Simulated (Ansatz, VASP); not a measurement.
# NaCl in VASP and in Ansatz

File INCAR:

```
ALGO = Normal
EDIFF = 1E-6
ENCUT = 500
GGA = PS
GGA_COMPAT = F
ISIF = 2
ISMEAR = 0
LASPH = T
LCHARG = T
LELF = T
LREAL = F
LVHAR = T
LWAVE = F
NBANDS = 14
NELM = 120
PREC = Accurate
SIGMA = 0.02
```

The input KPOINTS:

```
k-points
0
Gamma
  8 8 8
```

File POSCAR:

```
NaCl
1.0
    0.0000000000      2.9491826725      2.9491826725
    2.9491826725      0.0000000000      2.9491826725
    2.9491826725      2.9491826725      0.0000000000
Na Cl
1 1
Direct
    0.0000000000      0.0000000000      0.0000000000
    0.5000000000      0.5000000000      0.5000000000
```

Input for Ansatz:

```yaml
crystal:
  lattice:
    - [0.0, 2.9491826725, 2.9491826725]
    - [2.9491826725, 0.0, 2.9491826725]
    - [2.9491826725, 2.9491826725, 0.0]
  atoms:
    - { symbol: Na, position: [0.0, 0.0, 0.0] }
    - { symbol: Cl, position: [0.5, 0.5, 0.5] }
basis:
  ecutwfc: 420
kpoints:
  mp_grid: { grid: [8, 8, 8] }
hamiltonian:
  xc: pbesol
scf:
  occupations: { method: gaussian, width: 0.02 }
  lower_state_search: light
  initial_density: { chi_scale: 0.3 }
output:
  forces: true
  eigenvalues: true
  stress: true
```

Alike in both runs: task single point; functional PBEsol; k mesh 8 × 8 × 8; occupations gaussian, width 0.02 eV; no spin polarisation.

|  | VASP | Ansatz |
| --- | --- | --- |
| version | VASP 6.6.1 | Ansatz 0.2.0 |
| potentials or method | VASP PAW PBE potentials, release 64 (Na_pv, Cl), cutoff 500 eV | scalar-relativistic, plane waves, PAW |
| valence electrons in the cell | 14 | 16 |

|  | VASP | Ansatz | Ansatz less VASP |
| --- | --- | --- | --- |
| gap on the k mesh at the Fermi level (eV) | 4.49 | 4.49 | +0.003 |
| pressure (GPa) | -2.8 | -2.8 | +0.03 |

VASP's potentials were made for PBE, not for PBEsol. With one functional, cell and mesh, what is left measures potentials, basis and numerics. VASP's potentials hold 14 valence electrons a cell and Ansatz's 16, so a difference there can come from the potentials and not from the codes.
